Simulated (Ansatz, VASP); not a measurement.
**CuI: VASP beside Ansatz**

INCAR

```
PREC = Accurate
ENCUT = 520
EDIFF = 1E-8
ISMEAR = -1
SIGMA = 0.02
LREAL = False
LASPH = True
NELM = 80
ALGO = Normal
ISIF = 2
LWAVE = False
LCHARG = False
GGA = CA
LEFG = True
NBANDS = 26
```

File KPOINTS:

```
Automatic mesh
0
Gamma
  5 5 6
```

POSCAR

```
CuI
1.0
    3.7704992659     -3.7481972337      0.0000000000
    3.7704992659      3.7481972337      0.0000000000
    0.0000000000      0.0000000000      4.3069976700
Cu I
2 2
Direct
    0.4204388300      0.5795611700      0.7500000000
    0.5795611700      0.4204388300      0.2500000000
    0.7700426800      0.2299573200      0.7500000000
    0.2299573200      0.7700426800      0.2500000000
```

Input for Ansatz:

```yaml
crystal:
  lattice:
    - [3.7704992659, -3.7481972337, 0.0]
    - [3.7704992659, 3.7481972337, 0.0]
    - [0.0, 0.0, 4.30699767]
  atoms:
    - { symbol: Cu, position: [0.42043883, 0.57956117, 0.75] }
    - { symbol: Cu, position: [0.57956117, 0.42043883, 0.25] }
    - { symbol: I, position: [0.77004268, 0.22995732, 0.75] }
    - { symbol: I, position: [0.22995732, 0.77004268, 0.25] }
kpoints:
  mp_grid: { grid: [5, 5, 6] }
scf:
  occupations: { method: fermi_dirac, width: 0.02 }
hamiltonian:
  xc: lda
  pseudopotentials: { kind: all_electron, datasets: crystal }
output:
  forces: true
  stress: true
  eigenvalues: true
  efg: { contact_densities: true }
```

Change from the starting cell: equal xx and yy strain of +1 %, crystal datasets.

Alike in both runs: task electric field gradients; functional LDA; k mesh 5 × 5 × 6; occupations fermi-dirac, width 0.02 eV; no spin polarisation.

|  | VASP | Ansatz |
| --- | --- | --- |
| version | VASP 6.6.1 | Ansatz 0.2.0 |
| potentials or method | VASP PAW LDA potentials, release 64 (Cu, I), cutoff 520 eV | all-electron PAW with datasets made for the crystal, scalar-relativistic |

Ansatz gave:

```
gap on the k mesh at the Fermi level (eV)                     : 0.82
pressure (GPa)                                                : -3.5
traceless stress, the component that is largest in VASP (GPa) : 2.29
rms of the force components (eV/Å)                            : 0.224
size of Vzz on the site where it differs most (V/Å²)          : 434.5
```

Which values does VASP return?

gap on the k mesh at the Fermi level (eV): 0.86; pressure (GPa): -3.4; traceless stress, the component that is largest in VASP (GPa): 2.18; rms of the force components (eV/Å): 0.218; size of Vzz on the site where it differs most (V/Å²): 418.5.

LDA's correlation is that of Perdew and Zunger in VASP and of Perdew and Wang (1992) in Ansatz. Atom by atom the forces differ by 0.010 eV/Å (rms over components). Ansatz ran all-electron here, and VASP with PAW potentials.

Spin-orbit coupling is off throughout.
